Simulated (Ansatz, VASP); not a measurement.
## Te2Mo: VASP beside Ansatz

INCAR

```
SYSTEM = Te2Mo
PREC = Accurate
ENCUT = 520
EDIFF = 1E-6
ISMEAR = -1
SIGMA = 0.02
LREAL = .FALSE.
LASPH = .TRUE.
NELM = 60
ALGO = Normal
ISIF = 2
LWAVE = .FALSE.
LCHARG = .FALSE.
GGA = PE
NBANDS = 35
```

File KPOINTS:

```
Automatic mesh
0
G
  12 12 2
  0 0 0
```

POSCAR

```
Te2Mo
1.0
    3.5421276173      0.0000000000      0.0000000000
   -1.7710638086      3.0675725001      0.0000000000
    0.0000000000      0.0000000000     13.4266985809
Te Mo
4 2
Direct
    0.3333333333      0.6666666667      0.6174390387
    0.6666666667      0.3333333333      0.1174390387
    0.3333333333      0.6666666667      0.8825609613
    0.6666666667      0.3333333333      0.3825609613
    0.3333333333      0.6666666667      0.2500000000
    0.6666666667      0.3333333333      0.7500000000
```

Input for Ansatz:

```yaml
crystal:
  lattice:
    - [3.5421276173, 0.0, 0.0]
    - [-1.7710638086, 3.0675725001, 0.0]
    - [0.0, 0.0, 13.4266985809]
  atoms:
    - { symbol: Te, position: [0.3333333333, 0.6666666667, 0.6174390387] }
    - { symbol: Te, position: [0.6666666667, 0.3333333333, 0.1174390387] }
    - { symbol: Te, position: [0.3333333333, 0.6666666667, 0.8825609613] }
    - { symbol: Te, position: [0.6666666667, 0.3333333333, 0.3825609613] }
    - { symbol: Mo, position: [0.3333333333, 0.6666666667, 0.25] }
    - { symbol: Mo, position: [0.6666666667, 0.3333333333, 0.75] }
kpoints:
  mp_grid: { grid: [12, 12, 2] }
  band_path:
    path:
      - [0.0, 0.0, 0.0]
      - [0.5, 0.0, 0.0]
      - [0.3333333333, 0.3333333333, 0.0]
      - [0.0, 0.0, 0.5]
      - [0.5, 0.0, 0.5]
      - [0.3333333333, 0.3333333333, 0.5]
      - [-0.091146, 0.044271, 0.0]
      - [0.197917, 0.195313, 0.0]
    npoints: 1
hamiltonian:
  xc: pbe
scf:
  occupations: { method: fermi_dirac, width: 0.02 }
  n_extra_bands: 5
output:
  forces: true
  stress: true
  eigenvalues: true
  write_density: true
  write_potential: true
  elf: true
  volumetric_format: npy
```

Change from the starting cell: uniaxial_z strain -5.3%.

Alike in both runs: task single point; functional PBE; k mesh 12 × 12 × 2; occupations fermi-dirac, width 0.02 eV; no spin polarisation.

|  | VASP | Ansatz |
| --- | --- | --- |
| version | VASP 6.6.1 | Ansatz 0.2.0 |
| potentials or method | VASP PAW PBE potentials, release 64 (Te, Mo_sv) | plane waves, PAW |
| plane-wave cutoff (eV) | 520 | 420 |
| valence electrons in the cell | 52 | 92 |

|  | VASP | Ansatz | Ansatz less VASP |
| --- | --- | --- | --- |
| pressure (GPa) | 3.7 | 3.8 | +0.04 |
| traceless stress, the component that is largest in VASP (GPa) | 2.53 | 2.48 | -0.053 |
| rms of the force components (eV/Å) | 0.123 | 0.115 | -0.0083 |

Atom by atom the forces differ by 0.008 eV/Å (rms over components). With one functional, cell and mesh, what is left measures potentials, basis and numerics. VASP's potentials hold 52 valence electrons a cell and Ansatz's 92, so a difference there can come from the potentials and not from the codes.

Neither program's run includes spin-orbit coupling.
